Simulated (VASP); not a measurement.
# In3SbAs2 (P3m1) in VASP: single point with PBE

Aim: the single point of In3SbAs2 with PBE.

All numbers are computed with VASP 6.6.1; they aren't measurements. Logs are shortened: lines on timing, memory, paths and dates and some standing lists are left out, and cuts for length are marked.

**1. The cell of the first run**

The structure is trigonal, space group P3m1 (No. 156). The conventional cell has a = 4.481 Å, b = 4.481 Å, c = 10.991 Å, α = 90.00°, β = 90.00°, γ = 120.00°. Within 3.5 Å of In (site symmetry 3m) lie 4 As at 2.69 to 2.72 Å. Within 3.6 Å of In (site symmetry 3m) lie 3 As at 2.72 Å and 1 Sb at 2.87 Å. Within 3.5 Å of In (site symmetry 3m) lie 1 As at 2.67 Å and 3 Sb at 2.80 Å. Within 3.7 Å of Sb (site symmetry 3m) lie 4 In at 2.80 to 2.87 Å. Within 3.5 Å of As (site symmetry 3m) lie 4 In at 2.69 to 2.72 Å. Within 3.5 Å of As (site symmetry 3m) lie 4 In at 2.67 to 2.72 Å.

**2. Single point, PBE**

Input file POSCAR:

```
In3SbAs2
1.0
    4.4810052860     -0.0000000289      0.0000000000
   -2.2405026180      3.8806644266      0.0000000000
    0.0000000000      0.0000000000     10.9911255000
In Sb As
3 1 2
Direct
    0.0000000000      0.0000000000      0.0002480000
    0.3333333333      0.6666666667      0.6789540000
    0.6666666667      0.3333333333      0.3199500000
    0.3333333333      0.6666666667      0.4182060000
    0.0000000000      0.0000000000      0.7558660000
    0.6666666667      0.3333333333      0.0767750000
```

Input file INCAR.step1:

```
PREC = Accurate
ENCUT = 520
EDIFF = 1E-7
ISMEAR = 0
SIGMA = 0.1
LREAL = False
LASPH = True
NELM = 60
ALGO = Normal
ISIF = 2
LWAVE = False
LCHARG = True
GGA = PE
NBANDS = 36
```

Input file KPOINTS.step1:

```
regular mesh
0
Gamma
  12 12 4
```

Input file INCAR.step2:

```
PREC = Accurate
ENCUT = 520
EDIFF = 1E-7
ISMEAR = -5
SIGMA = 0.1
LREAL = False
LASPH = True
NELM = 60
ALGO = Normal
ISIF = 2
LWAVE = False
LCHARG = False
GGA = PE
LORBIT = 11
NEDOS = 2001
ICHARG = 11
```

Input file KPOINTS.step2:

```
regular mesh
0
Gamma
  18 18 6
```

Potentials or basis: VASP PAW PBE potentials, release 64 (In_d, Sb, As).

Started as:

```sh
$ cat potpaw_PBE.64/In_d/POTCAR potpaw_PBE.64/Sb/POTCAR potpaw_PBE.64/As/POTCAR > POTCAR
$ cp INCAR.step1 INCAR
$ cp KPOINTS.step1 KPOINTS
$ mpirun -np 1 vasp_std > vasp.out
$ cp INCAR.step2 INCAR
$ cp KPOINTS.step2 KPOINTS
$ mpirun -np 1 vasp_std > vasp.out
```

OUTCAR:

```text
PREC = Accurate
   ENCUT = 520
   EDIFF = 1E-7
   ISMEAR = -5
   LREAL = False
   LASPH = True
   NELM = 60
   ISIF = 2
   GGA = PE
   LORBIT = 11
   ICHARG = 11

 ion  position               nearest neighbor table
   1  0.000  0.000  0.000-   5 2.69   6 2.72   6 2.72   6 2.72
   2  0.333  0.667  0.679-   5 2.72   5 2.72   5 2.72   4 2.87
   3  0.667  0.333  0.320-   6 2.67   4 2.80   4 2.80   4 2.80
   4  0.333  0.667  0.418-   3 2.80   3 2.80   3 2.80   2 2.87
   5  0.000  0.000  0.756-   1 2.69   2 2.72   2 2.72   2 2.72
   6  0.667  0.333  0.077-   3 2.67   1 2.72   1 2.72   1 2.72

  LATTYP: Found a hexagonal cell.
 ALAT       =     4.4810052860
 C/A-ratio  =     2.4528258278

  Lattice vectors:

 A1 = (   4.4810052860,  -0.0000000289,   0.0000000000)
 A2 = (  -2.2405026180,   3.8806644266,   0.0000000000)
 A3 = (   0.0000000000,   0.0000000000,  10.9911255000)

Analysis of symmetry for initial positions (statically):
=====================================================================
 Subroutine PRICEL returns:
 Original cell was already a primitive cell.

 Routine SETGRP: Setting up the symmetry group for a
 hexagonal supercell.

 Subroutine GETGRP returns: Found  6 space group operations
 (whereof  6 operations were pure point group operations)
 out of a pool of 24 trial point group operations.

The static configuration has the point symmetry C_3v.

Analysis of symmetry for dynamics (positions and initial velocities):
=====================================================================
 Subroutine PRICEL returns:
 Original cell was already a primitive cell.

 Routine SETGRP: Setting up the symmetry group for a
 hexagonal supercell.

 Subroutine GETGRP returns: Found  6 space group operations
 (whereof  6 operations were pure point group operations)
 out of a pool of 24 trial point group operations.

The dynamic configuration has the point symmetry C_3v.

 Subroutine INISYM returns: Found  6 space group operations
 (whereof  6 operations are pure point group operations),
 and found     1 'primitive' translations

----------------------------------------------------------------------------------------

                                     Primitive cell

  volume of cell :     191.1277

  direct lattice vectors                    reciprocal lattice vectors
     4.481005286 -0.000000029  0.000000000     0.223164210  0.128843915  0.000000000
    -2.240502618  3.880664427  0.000000000     0.000000002  0.257687832  0.000000000
     0.000000000  0.000000000 10.991125500     0.000000000  0.000000000  0.090982493

  length of vectors
     4.481005286  4.481005286 10.991125500     0.257687832  0.257687832  0.090982493

  position of ions in fractional coordinates (direct lattice)
     0.000000000  0.000000000  0.000248000
     0.333333333  0.666666667  0.678954000
     0.666666667  0.333333333  0.319950000
     0.333333333  0.666666667  0.418206000
     0.000000000  0.000000000  0.755866000
     0.666666667  0.333333333  0.076775000

  ion indices of the primitive-cell ions
   primitive index   ion index
                 1           1
                 2           2
                 3           3
                 4           4
                 5           5
                 6           6

----------------------------------------------------------------------------------------

 KPOINTS: regular mesh

Automatic generation of k-mesh.
 Grid dimensions read from file:
 generate k-points for:   18   18    6

 Generating k-lattice:

  Cartesian coordinates                     Fractional coordinates (reciprocal lattice)
     0.012398012  0.007157995  0.000000000     0.055555556  0.000000000  0.000000000
     0.000000000  0.014315991  0.000000000    -0.000000000  0.055555556  0.000000000
     0.000000000  0.000000000  0.015163749     0.000000000  0.000000000  0.166666667

  Length of vectors
     0.014315991  0.014315991  0.015163749

  Shift w.r.t. Gamma in fractional coordinates (k-lattice)
     0.000000000  0.000000000  0.000000000

 TETIRR: Found   2825 inequivalent tetrahedra from    11664

 Subroutine IBZKPT returns following result:
 ===========================================

 Found    202 irreducible k-points:

 Following reciprocal coordinates:
            Coordinates               Weight
  0.000000  0.000000  0.000000      1.000000
  0.055556 -0.000000  0.000000      6.000000
  0.111111 -0.000000  0.000000      6.000000
  0.166667 -0.000000  0.000000      6.000000
  0.222222  0.000000  0.000000      6.000000
  0.277778  0.000000  0.000000      6.000000
[... 16 lines left out ...]
  0.333333  0.111111  0.000000     12.000000
  0.388889  0.111111  0.000000     12.000000
 [... further k-points ...]
   k-points           NKPTS =    202   k-points in BZ     NKDIM =    202   number of bands    NBANDS=     32
   number of dos      NEDOS =   2001   number of ions     NIONS =      6
   total plane-waves  NPLWV = 108864
   dimension x,y,z NGX =    36 NGY =   36 NGZ =   84
   dimension x,y,z NGXF=    72 NGYF=   72 NGZF=  168
   ions per type =               3   1   2
   NGX,Y,Z   is equivalent  to a cutoff of  13.36, 13.36, 12.71 a.u.
   NGXF,Y,Z  is equivalent  to a cutoff of  26.71, 26.71, 25.41 a.u.
 SYSTEM =  unknown system
   PREC   = accura    normal or accurate (medium, high low for compatibility)
   ISTART =      0    job   : 0-new  1-cont  2-samecut
   ICHARG =     11    charge: 1-file 2-atom 10-const
   ISPIN  =      1    spin polarized calculation?
   LNONCOLLINEAR =      F non collinear calculations
   LSORBIT =      F    spin-orbit coupling
   LASPH  =      T    aspherical Exc in radial PAW
   ENCUT  =  520.0 eV  38.22 Ry    6.18 a.u.   8.33  8.33 20.44*2*pi/ulx,y,z
   NELM   =     60;   NELMIN=  2; NELMDL=  0     # of ELM steps
   EDIFF  = 0.1E-06   stopping-criterion for ELM
   LREAL  =      F    real-space projection
   EDIFFG = 0.1E-05   stopping-criterion for IOM
   NSW    =      0    number of steps for IOM
   IBRION =     -1    ionic relax: 0-MD 1-quasi-New 2-CG
   NFREE  =      0    steps in history (QN), initial steepest desc. (CG)
   ISIF   =      2    stress and relaxation
   ISYM   =      2    0-nonsym 1-usesym 2-fastsym
   POTIM  = 0.5000    time-step for ionic-motion
   TEBEG  =    0.0;   TEEND  =   0.0 temperature during run
   PSTRESS=    0.0 pullay stress
   NELECT =      54.0000    total number of electrons
   NUPDOWN=      -1.0000    fix difference up-down
   EMIN   =  10.00;   EMAX   =-10.00  energy-range for DOS
   EFERMI =   0.00;   METHOD = LEGACY
   ISMEAR =    -5;   SIGMA  =   0.10  broadening in eV -4-tet -1-fermi 0-gaus
   EFERMI_NEDOS =   21; number of points for ismear=-14 and -15
   IALGO  =     38    algorithm
   IMIX   =      4    mixing-type and parameters
     AMIX     =   0.40;   BMIX     =  1.00
     AMIX_MAG =   1.60;   BMIX_MAG =  1.00
  volume/ion in A,a.u.               =      31.85       214.97
  Fermi-wavevector in a.u.,A,eV,Ry     =   1.074232  2.030005 15.700782  1.153975
  Thomas-Fermi vector in A             =   2.210055
   LORBIT       =     11    0 simple, 1 ext, 2 COOP (PROOUT), +10 PAW based schemes
   GGA     = PE    functional components
   LHFCALC =     F    Hartree Fock is set to
   AEXX    =    0.0000 exact exchange contribution
   IVDW    =     0    specifies the selected vdW correction
   LEPSILON=     F    determine dielectric tensor
   LRPA    =     F    only Hartree local field effects (RPA)
 non-spin polarized calculation
 Fermi weights with tetrahedron method with Bloechl corrections
  energy-cutoff  :      520.00
  volume of cell :      191.13
 maximum number of plane-waves:      5200
 NGX is ok and might be reduce to    36

 number of electron      54.0000000 magnetization

 Free energy of the ion-electron system (eV)
  ---------------------------------------------------
  ext. energy  EPLUGINS =         0.00000000
  ---------------------------------------------------
  free energy    TOTEN  =       -22.26327720 eV

  energy without entropy =      -22.26327720  energy(sigma->0) =      -22.26327720

 E-fermi :   4.2993     XC(G=0):  -8.6517

 val. band max:        4.3091640033   @ k =   0.0000   0.0000   0.0000
 cond. band min:       4.2872548981   @ k =   0.0000   0.0000   0.1667
 fundamental gap:     -0.0219091052
 Fermi energy:         4.2993006743

 k-point     1 :       0.0000    0.0000    0.0000
  band No.  band energies     occupation
      1     -10.4288      2.00000
      2     -10.3829      2.00000
      3     -10.3627      2.00000
      4     -10.3627      2.00000
      5     -10.3341      2.00000
      6     -10.3341      2.00000
[... 24 lines left out ...]
     31       7.5964      0.00000
     32       7.6026      0.00000

 k-point     2 :       0.0556   -0.0000    0.0000
  band No.  band energies     occupation
      1     -10.4298      2.00000
      2     -10.3834      2.00000
      3     -10.3631      2.00000
      4     -10.3619      2.00000
      5     -10.3346      2.00000
      6     -10.3332      2.00000
[... 24 lines left out ...]
     31       7.5574      0.00000
     32       7.6751      0.00000
[... 733 lines left out ...]
     31       6.6869      0.00000
     32       7.9147      0.00000

 k-point    24 :       0.3889    0.1111    0.0000
  band No.  band energies     occupation
      1     -10.4696      2.00000
      2     -10.4222      2.00000
      3     -10.3679      2.00000
      4     -10.3416      2.00000
      5     -10.3206      2.00000
      6     -10.3081      2.00000
[... 24 lines left out ...]
     31       6.5845      0.00000
     32       7.8864      0.00000

 [... further k-points ...]
[... 5 lines left out ...]
  --------------------------------------------------------------------------------------
  -------------------------------------------------------------------------------------
  Total        0.0322187      0.0322187      0.0464849     -0.0000000     -0.0000000      0.0000000
  in kB        0.2700818      0.2700818      0.3896716     -0.0000000     -0.0000000      0.0000000
  external PRESSURE =       0.3099451 kB  Pullay stress =       0.0000000 kB

 VOLUME and BASIS-vectors are now :
 -----------------------------------------------------------------------------
  energy-cutoff  :      520.00
  volume of cell :      191.13
      direct lattice vectors                 reciprocal lattice vectors
     4.481005286 -0.000000029  0.000000000     0.223164210  0.128843915  0.000000000
    -2.240502618  3.880664427  0.000000000     0.000000002  0.257687832  0.000000000
     0.000000000  0.000000000 10.991125500     0.000000000  0.000000000  0.090982493

 POSITION                                       TOTAL-FORCE (eV/Angst)
 -----------------------------------------------------------------------------------
      0.00000      0.00000      0.00273        -0.000000      0.000000      0.002844
      0.00000      2.58711      7.46247         0.000000      0.000000     -0.005667
      2.24050      1.29355      3.51661         0.000000     -0.000000      0.012946
      0.00000      2.58711      4.59655        -0.000000      0.000000     -0.006933
      0.00000      0.00000      8.30782        -0.000000      0.000000     -0.002133
      2.24050      1.29355      0.84384        -0.000000      0.000000     -0.001057
 -----------------------------------------------------------------------------------
    total drift:                               -0.000071      0.000041      0.000469

  FREE ENERGIE OF THE ION-ELECTRON SYSTEM (eV)
  ---------------------------------------------------
  free  energy   TOTEN  =       -22.2632771969 eV

  energy  without entropy=      -22.2632771969  energy(sigma->0) =      -22.26327720

 total charge

# of ion       s       p       d       tot
------------------------------------------
    1        0.854   0.637   9.876  11.367
    2        0.859   0.631   9.871  11.361
    3        0.866   0.713   9.869  11.448
    4        1.137   1.336   0.019   2.492
    5        1.231   1.499   0.017   2.747
    6        1.230   1.501   0.018   2.748
--------------------------------------------------
tot          6.177   6.316  29.671  42.164
```

Wall time 13 min (1 thread of Intel Xeon 6975P-C (Granite Rapids), shared host); peak memory 1.2 GiB.

What came out:

```
Valence electrons inside the program's atomic spheres : In 11.37, 11.36, 11.45; Sb 2.49; As 2.75
```

Caveat: spin-orbit coupling is left out, which moves the levels of the heavy elements; tetrahedron occupations give inexact forces and stress in metals.
